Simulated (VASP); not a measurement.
**HfWF3: relaxation of cell and atoms with PBE**

HfWF3:

```
CELL_PARAMETERS angstrom
4.00885 0.00000 0.00000
0.00000 4.00885 0.00000
0.00000 0.00000 4.00885
ATOMIC_POSITIONS crystal
Hf 0.50000 0.50000 0.50000
W 0.00000 0.00000 0.00000
F 0.50000 0.00000 0.00000
F 0.00000 0.50000 0.00000
F 0.00000 0.00000 0.50000
```

The cell was built from a structure type or drawn by symmetry, and may not be a known phase.

```
Program                : VASP 6.6.1
Task                   : relaxation of cell and atoms
Functional             : PBE
Potentials or basis    : VASP PAW PBE potentials, release 64 (Hf_pv, W_sv, F)
Cutoff                 : 600 eV
k mesh                 : 4 × 4 × 4
Occupations            : gaussian, width 0.1 eV
Spin                   : no spin polarisation
Dipole correction      : no
Further INCAR settings : ALGO = Normal; EDIFF = 1e-07; IBRION = 2; EDIFFG = -0.04; NSW = 90; ISIF = 3
```

```
Relaxed volume                        : 15.27 Å³/atom
Relaxed cell                          : a = 4.242 Å, b = 4.242 Å, c = 4.242 Å, α = 90.00°, β = 90.00°, γ = 90.00°
Space group after relaxing (to 0.1 Å) : Pm-3m (No. 221)
Energy gained by relaxing             : 160.3 meV/atom
Ionic steps                           : 3
Pressure after relaxing               : 0.2 GPa
Band gap on the k mesh                : zero (an odd number of electrons rules out a gap without spin polarisation)
```

Step by step:
```
step  energy change (eV)  largest force (eV/Å)  pressure (GPa)  volume (Å³)
   1              0.0000                0.0000           25.54        64.43
   2             -0.5252                0.0000           -8.86        85.54
   3             -0.8016                0.0000            0.17        76.34
```

Final structure:
```
Hf W F
1.0
     4.24219    0.00000    0.00000
     0.00000    4.24219    0.00000
     0.00000    0.00000    4.24219
Hf W F
1 1 3
Direct
  0.50000 0.50000 0.50000
  0.00000 0.00000 0.00000
  0.50000 0.00000 0.00000
  0.00000 0.50000 0.00000
  0.00000 0.00000 0.50000
```

Levels at points of the mesh, in eV from the Fermi level:
```csv
k point,band 20,band 21,band 22,band 23,band 24,band 25
"(0.00, 0.00, 0.00)",-3.27,-1.43,-1.43,-1.43,-0.65,-0.65
"(0.50, 0.00, 0.00)",-0.99,-0.94,0.14,0.29,0.86,1.14
"(0.50, 0.50, 0.00)",-0.23,-0.23,-0.19,0.11,0.69,1.77
"(0.50, 0.50, 0.50)",-0.06,-0.06,-0.06,0.45,0.85,0.85
```

Wall time 56 s on 1 thread of Intel(R) Xeon(R) Platinum 8259CL CPU @ 2.50GHz (Skylake/Cascade Lake), with other jobs on the host, peak memory 0.19 GiB.

Caveat: the k points lie up to 0.37 Å⁻¹ apart in the final cell, too coarse for converged energies and pressures of a metal; the volume moved by over 15 % at a fixed basis, so the end points are rough; spin-orbit coupling is left out, which moves the levels of the heavy elements; an odd number of electrons without spin polarisation forces a metal; a magnetic or distorted state may lie lower.
